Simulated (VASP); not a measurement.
# Br (Fm-3m) in VASP: a series of runs

Runs on Br. Level: LDA. Tasks: single point, relaxation of cell and atoms.

Everything below comes from runs of VASP 6.6.1. Logs are shortened: lines on timing, memory, paths and dates and some standing lists are left out, and cuts for length are marked.

## Step 1: The cell of the first run

Symmetry: Fm-3m, No. 225, cubic system. Conventional cell: a = 3.817 Å, b = 3.817 Å, c = 3.817 Å, α = 90.00°, β = 90.00°, γ = 90.00°. Br (site symmetry m-3m) has 12 Br at 2.70 Å within 3.6 Å.

## Step 2: Single point, LDA (volume scaled by 0.606, to set the pressure)

The input, INCAR:

```
SYSTEM = Br
ALGO     = Normal         ! electronic algorithm
EDIFF    = 1E-6           ! SCF threshold, eV
ENCUT    = 500            ! plane-wave cutoff, eV
GGA_COMPAT= .False.      
ISIF     = 2              ! what is computed and relaxed
ISMEAR   = -1             ! smearing method
LASPH    = .True.         ! aspherical terms in the spheres
LCHARG   = .False.        ! write CHGCAR
LREAL    = .False.        ! projectors in reciprocal space
LWAVE    = .False.        ! write WAVECAR
NBANDS   = 10             ! bands
NELM     = 120            ! most SCF steps
PREC     = Accurate       ! precision mode
SIGMA    = 0.1            ! smearing width, eV
```

The input, KPOINTS:

```
k-points
0
Gamma
  16 16 16
  0 0 0
```

The input, POSCAR:

```
Br
1.0
    0.0000000000      1.9086761404      1.9086761404
    1.9086761404      0.0000000000      1.9086761404
    1.9086761404      1.9086761404      0.0000000000
Br
1
Direct
    0.0000000000      0.0000000000      0.0000000000
```

Potentials or basis: VASP PAW LDA potentials, release 64 (Br).

Started as:

```
$ cat potpaw_LDA.64/Br/POTCAR > POTCAR
$ mpirun -np 1 vasp_std > vasp.out
```

OUTCAR:

```text
SYSTEM = Br
   EDIFF = 1E-6
   ENCUT = 500
   ISIF = 2
   ISMEAR = -1
   LASPH = .True.
   LREAL = .False.
   NELM = 120
   PREC = Accurate

 ion  position               nearest neighbor table
   1  0.000  0.000  0.000-

  LATTYP: Found a face centered cubic cell.
 ALAT       =     3.8173522808

  Lattice vectors:

 A1 = (   0.0000000000,   1.9086761404,   1.9086761404)
 A2 = (   1.9086761404,   0.0000000000,   1.9086761404)
 A3 = (   1.9086761404,   1.9086761404,   0.0000000000)

Analysis of symmetry for initial positions (statically):
=====================================================================
 Subroutine PRICEL returns:
 Original cell was already a primitive cell.

 Routine SETGRP: Setting up the symmetry group for a
 face centered cubic supercell.

 Subroutine GETGRP returns: Found 48 space group operations
 (whereof 48 operations were pure point group operations)
 out of a pool of 48 trial point group operations.

The static configuration has the point symmetry O_h .

Analysis of symmetry for dynamics (positions and initial velocities):
=====================================================================
 Subroutine PRICEL returns:
 Original cell was already a primitive cell.

 Routine SETGRP: Setting up the symmetry group for a
 face centered cubic supercell.

 Subroutine GETGRP returns: Found 48 space group operations
 (whereof 48 operations were pure point group operations)
 out of a pool of 48 trial point group operations.

The dynamic configuration has the point symmetry O_h .

 Subroutine INISYM returns: Found 48 space group operations
 (whereof 48 operations are pure point group operations),
 and found     1 'primitive' translations

----------------------------------------------------------------------------------------

                                     Primitive cell

  volume of cell :      13.9068

  direct lattice vectors                    reciprocal lattice vectors
     0.000000000  1.908676140  1.908676140    -0.261961676  0.261961676  0.261961676
     1.908676140  0.000000000  1.908676140     0.261961676 -0.261961676  0.261961676
     1.908676140  1.908676140  0.000000000     0.261961676  0.261961676 -0.261961676

  length of vectors
     2.699275684  2.699275684  2.699275684     0.453730932  0.453730932  0.453730932

  position of ions in fractional coordinates (direct lattice)
     0.000000000  0.000000000  0.000000000

  ion indices of the primitive-cell ions
   primitive index   ion index
                 1           1

----------------------------------------------------------------------------------------

 KPOINTS: k-points

Automatic generation of k-mesh.
 Grid dimensions read from file:
 generate k-points for:   16   16   16

 Generating k-lattice:

  Cartesian coordinates                     Fractional coordinates (reciprocal lattice)
    -0.016372605  0.016372605  0.016372605     0.062500000  0.000000000  0.000000000
     0.016372605 -0.016372605  0.016372605     0.000000000  0.062500000  0.000000000
     0.016372605  0.016372605 -0.016372605     0.000000000  0.000000000  0.062500000

  Length of vectors
     0.028358183  0.028358183  0.028358183

  Shift w.r.t. Gamma in fractional coordinates (k-lattice)
     0.000000000  0.000000000  0.000000000

 Subroutine IBZKPT returns following result:
 ===========================================

 Found    145 irreducible k-points:

 Following reciprocal coordinates:
            Coordinates               Weight
  0.000000  0.000000  0.000000      1.000000
  0.062500  0.000000  0.000000      8.000000
  0.125000  0.000000  0.000000      8.000000
  0.187500  0.000000  0.000000      8.000000
  0.250000  0.000000  0.000000      8.000000
  0.312500  0.000000  0.000000      8.000000
[... 16 lines left out ...]
 -0.125000  0.062500  0.000000     24.000000
 -0.062500  0.062500  0.000000     12.000000
 [... further k-points ...]
   k-points           NKPTS =    145   k-points in BZ     NKDIM =    145   number of bands    NBANDS=     10
   number of dos      NEDOS =    301   number of ions     NIONS =      1
   total plane-waves  NPLWV =   8000
   dimension x,y,z NGX =    20 NGY =   20 NGZ =   20
   dimension x,y,z NGXF=    40 NGYF=   40 NGZF=   40
   ions per type =               1
   NGX,Y,Z   is equivalent  to a cutoff of  12.32, 12.32, 12.32 a.u.
   NGXF,Y,Z  is equivalent  to a cutoff of  24.64, 24.64, 24.64 a.u.
 SYSTEM =  Br
   PREC   = accura    normal or accurate (medium, high low for compatibility)
   ISTART =      0    job   : 0-new  1-cont  2-samecut
   ICHARG =      2    charge: 1-file 2-atom 10-const
   ISPIN  =      1    spin polarized calculation?
   LNONCOLLINEAR =      F non collinear calculations
   LSORBIT =      F    spin-orbit coupling
   LASPH  =      T    aspherical Exc in radial PAW
   ENCUT  =  500.0 eV  36.75 Ry    6.06 a.u.   4.92  4.92  4.92*2*pi/ulx,y,z
   NELM   =    120;   NELMIN=  2; NELMDL= -5     # of ELM steps
   EDIFF  = 0.1E-05   stopping-criterion for ELM
   LREAL  =      F    real-space projection
   EDIFFG = 0.1E-04   stopping-criterion for IOM
   NSW    =      0    number of steps for IOM
   IBRION =     -1    ionic relax: 0-MD 1-quasi-New 2-CG
   NFREE  =      0    steps in history (QN), initial steepest desc. (CG)
   ISIF   =      2    stress and relaxation
   ISYM   =      2    0-nonsym 1-usesym 2-fastsym
   POTIM  = 0.5000    time-step for ionic-motion
   TEBEG  =    0.0;   TEEND  =   0.0 temperature during run
   PSTRESS=    0.0 pullay stress
   NELECT =       7.0000    total number of electrons
   NUPDOWN=      -1.0000    fix difference up-down
   EMIN   =  10.00;   EMAX   =-10.00  energy-range for DOS
   EFERMI =   0.00;   METHOD = LEGACY
   ISMEAR =    -1;   SIGMA  =   0.10  broadening in eV -4-tet -1-fermi 0-gaus
   EFERMI_NEDOS =   21; number of points for ismear=-14 and -15
   IALGO  =     38    algorithm
   IMIX   =      4    mixing-type and parameters
     AMIX     =   0.40;   BMIX     =  1.00
     AMIX_MAG =   1.60;   BMIX_MAG =  1.00
  volume/ion in A,a.u.               =      13.91        93.85
  Fermi-wavevector in a.u.,A,eV,Ry     =   1.302263  2.460920 23.073959  1.695888
  Thomas-Fermi vector in A             =   2.433342
   LORBIT       =      0    0 simple, 1 ext, 2 COOP (PROOUT), +10 PAW based schemes
   GGA     = CA    functional components
   LHFCALC =     F    Hartree Fock is set to
   AEXX    =    0.0000 exact exchange contribution
   IVDW    =     0    specifies the selected vdW correction
   LEPSILON=     F    determine dielectric tensor
   LRPA    =     F    only Hartree local field effects (RPA)
 non-spin polarized calculation
  energy-cutoff  :      500.00
  volume of cell :       13.91
 maximum number of plane-waves:       363
   NGX =  9   NGY =  9   NGZ =  9

 number of electron       6.9999999 magnetization

 Free energy of the ion-electron system (eV)
  ---------------------------------------------------
  ext. energy  EPLUGINS =         0.00000000
  ---------------------------------------------------
  free energy    TOTEN  =        -0.24511205 eV

  energy without entropy =       -0.22767993  energy(sigma->0) =       -0.23639599

 E-fermi :  11.0471     XC(G=0): -12.6845

 val. band max:       11.0436283921   @ k =  -0.3125   0.2500   0.0000
 cond. band min:      11.1617744844   @ k =   0.5000   0.1250   0.0000
 fundamental gap:      0.1181460923
 Fermi energy:        11.0471044412

 k-point     1 :       0.0000    0.0000    0.0000
  band No.  band energies     occupation
      1     -10.7776      2.00000
      2      13.8431      0.00000
      3      13.8431      0.00000
      4      13.8431      0.00000
      5      23.4621      0.00000
      6      23.4621      0.00000
      7      23.4621      0.00000
      8      25.5070      0.00000
      9      27.6753      0.00000
     10      30.8002      0.00000

 k-point     2 :       0.0625    0.0000    0.0000
  band No.  band energies     occupation
      1     -10.6692      2.00000
      2      13.0628      0.00000
      3      13.7389      0.00000
      4      13.7389      0.00000
      5      23.0449      0.00000
      6      23.6797      0.00000
      7      23.6797      0.00000
      8      25.9611      0.00000
      9      28.7100      0.00000
     10      30.0451      0.00000

 k-point     3 :       0.1250    0.0000    0.0000
  band No.  band energies     occupation
      1     -10.3461      2.00000
      2      11.1795      0.42041
      3      13.4650      0.00000
      4      13.4650      0.00000
      5      22.2667      0.00000
      6      24.1980      0.00000
      7      24.1980      0.00000
      8      27.1312      0.00000
      9      28.8788      0.00000
     10      28.8788      0.00000

 k-point     4 :       0.1875    0.0000    0.0000
  band No.  band energies     occupation
      1      -9.8140      2.00000
      2       8.8571      2.00000
      3      13.1058      0.00000
      4      13.1058      0.00000
      5      21.5517      0.00000
      6      24.5201      0.00000
      7      24.5201      0.00000
      8      28.3964      0.00000
      9      28.4049      0.00000
     10      28.4049      0.00000

 k-point     5 :       0.2500    0.0000    0.0000
  band No.  band energies     occupation
      1      -9.0863      2.00000
      2       6.4650      2.00000
      3      12.7403      0.00000
      4      12.7403      0.00000
      5      20.9904      0.00000
      6      24.1421      0.00000
      7      24.1421      0.00000
      8      28.4161      0.00000
      9      29.2010      0.00000
     10      29.2010      0.00000

 k-point     6 :       0.3125    0.0000    0.0000
  band No.  band energies     occupation
      1      -8.1916      2.00000
      2       4.1913      2.00000
      3      12.4219      0.00000
      4      12.4219      0.00000
      5      20.5871      0.00000
      6      23.4497      0.00000
      7      23.4497      0.00000
      8      27.5624      0.00000
      9      30.8652      0.00000
     10      30.8652      0.00000
[... 183 lines left out ...]
 k-point    21 :      -0.2500    0.0625    0.0000
  band No.  band energies     occupation
      1      -8.7120      2.00000
      2       5.7461      2.00000
      3      11.5120      0.01895
      4      12.9870      0.00000
      5      21.3422      0.00000
      6      23.7423      0.00000
      7      23.7550      0.00000
      8      28.2470      0.00000
      9      28.3462      0.00000
     10      30.7360      0.00000

 k-point    22 :      -0.1875    0.0625    0.0000
  band No.  band energies     occupation
      1      -9.4981      2.00000
      2       8.0820      2.00000
      3      11.8824      0.00047
      4      13.3754      0.00000
      5      21.7455      0.00000
      6      24.2808      0.00000
      7      24.5243      0.00000
      8      27.1873      0.00000
      9      27.3887      0.00000
     10      31.2755      0.00000

 k-point    23 :      -0.1250    0.0625    0.0000
  band No.  band energies     occupation
      1     -10.0962      2.00000
      2      10.3811      1.99744
      3      12.3690      0.00000
      4      13.6823      0.00000
      5      22.2086      0.00000
      6      24.1629      0.00000
      7      24.5746      0.00000
      8      27.0786      0.00000
      9      27.3731      0.00000
     10      30.2373      0.00000

 k-point    24 :      -0.0625    0.0625    0.0000
  band No.  band energies     occupation
      1     -10.4893      2.00000
      2      12.2334      0.00001
      3      13.0155      0.00000
      4      13.8231      0.00000
      5      22.6343      0.00000
      6      23.7526      0.00000
      7      24.1720      0.00000
      8      26.6257      0.00000
      9      28.5744      0.00000
     10      30.0074      0.00000

 [... further k-points ...]

------------------------ aborting loop because EDIFF is reached ----------------------------------------

  FORCE on cell =-STRESS in cart. coord.  units (eV):
  Direction    XX          YY          ZZ          XY          YZ          ZX
  --------------------------------------------------------------------------------------
  -------------------------------------------------------------------------------------
  Total        6.9202547      6.9202547      6.9202547     -0.0000000     -0.0000000      0.0000000
  in kB      797.2709402    797.2709402    797.2709402     -0.0000000     -0.0000000      0.0000000
  external PRESSURE =     797.2709402 kB  Pullay stress =       0.0000000 kB

 VOLUME and BASIS-vectors are now :
 -----------------------------------------------------------------------------
  energy-cutoff  :      500.00
  volume of cell :       13.91
      direct lattice vectors                 reciprocal lattice vectors
     0.000000000  1.908676140  1.908676140    -0.261961676  0.261961676  0.261961676
     1.908676140  0.000000000  1.908676140     0.261961676 -0.261961676  0.261961676
     1.908676140  1.908676140  0.000000000     0.261961676  0.261961676 -0.261961676

 POSITION                                       TOTAL-FORCE (eV/Angst)
 -----------------------------------------------------------------------------------
      0.00000      0.00000      0.00000        -0.000000     -0.000000     -0.000000
 -----------------------------------------------------------------------------------
    total drift:                                0.000000      0.000000     -0.000000

  FREE ENERGIE OF THE ION-ELECTRON SYSTEM (eV)
  ---------------------------------------------------
  free  energy   TOTEN  =        -0.2451120455 eV

  energy  without entropy=       -0.2276799325  energy(sigma->0) =       -0.23639599
```

It took 11 s on 1 thread of Intel Xeon Platinum 8259CL at 2.50GHz (Skylake/Cascade Lake), shared host; peak memory 0.13 GiB.

What came out:

```yaml
Free_energy: -0.2451 eV
Pressure: 79.7 GPa
```

Caveat: the cell differs from its parent crystal (volume scaled by 0.606, to set the pressure); an odd number of electrons without spin polarisation forces a metal; a magnetic or distorted state may lie lower.

(Part 1 of 3 ends here.)
